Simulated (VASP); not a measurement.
The system is Re.

```
Re
1.0
     2.70444    0.00000    0.00000
    -1.35222    2.34211    0.00000
     0.00000    0.00000    4.36719
Re
2
Direct
  0.66667 0.33333 0.75000
  0.33333 0.66667 0.25000
```

Base run:

```yaml
Program: VASP 6.6.1
Functional: r2SCAN
Potentials_or_basis: VASP PAW PBE potentials, release 64 (Re)
Cutoff: 520 eV
k_mesh: 11 × 11 × 6
Occupations: fermi-dirac, width 0.05 eV
Spin: no spin polarisation
```

Its results: band gap on the k mesh zero (band 7 reaches 10.01 eV, above the bottom of band 8 at 6.52 eV); pressure 27.4 GPa.

The run is repeated on the same cell with these changes: functional from r2SCAN to PBEsol. What comes out?

Band gap on the k mesh zero (band 7 reaches 10.05 eV, above the bottom of band 8 at 6.60 eV); pressure 22.8 GPa.

Caveats: the PAW data sets were made with another functional, which shifts forces and pressure a little; spin-orbit coupling is left out, which moves the levels of the heavy elements.
